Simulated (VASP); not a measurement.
Wanted: the native input for a VASP 6.6.1 run.

| Quantity | Value |
| --- | --- |
| Task | single point |
| Functional | PBE |
| Potentials or basis | VASP PAW PBE potentials, release 64 (Au) |
| Cutoff | 520 eV |
| k mesh | 12 × 12 × 1 |
| Occupations | fermi-dirac, width 0.05 eV |
| Spin | no spin polarisation |
| Dipole correction | yes |
| Further INCAR settings | ALGO = Normal; EDIFF = 1e-06; NBANDS = 24 |

The structure of Au lies in POSCAR:

```
Au
1.0
    2.9400990585      0.0000000000      0.0000000000
    0.0000000000      2.9400990585      0.0000000000
    0.0000000000      0.0000000000     20.1579000000
Au
3
Direct
    0.0000000000      0.0000000000      0.3984009316
    0.5000000000      0.5000000000      0.5000000001
    0.0000000000      0.0000000000      0.6015990684
```

One way to write it, as run:

INCAR

```
ALGO = Normal
DIPOL = 0.5 0.5 0.500
EDIFF = 1E-6
ENCUT = 520
GGA = PE
IDIPOL = 3
ISIF = 2
ISMEAR = -1
LASPH = T
LCHARG = F
LDIPOL = T
LREAL = F
LWAVE = F
NBANDS = 24
NELM = 80
PREC = Accurate
SIGMA = 0.05
```

KPOINTS

```
k-points
0
Gamma
  12 12 1
```

Potentials or basis: VASP PAW PBE potentials, release 64 (Au).

Launch:

```console
$ cat potpaw_PBE.64/Au/POTCAR > POTCAR
$ mpirun -np 1 vasp_std > vasp.out
```

Results of the run:

The largest force is 0.009 eV/Å.

Wall time 110 s on 1 thread of Intel(R) Xeon(R) Platinum 8259CL CPU @ 2.50GHz (Skylake/Cascade Lake), with other jobs on the host, peak memory 0.32 GiB.
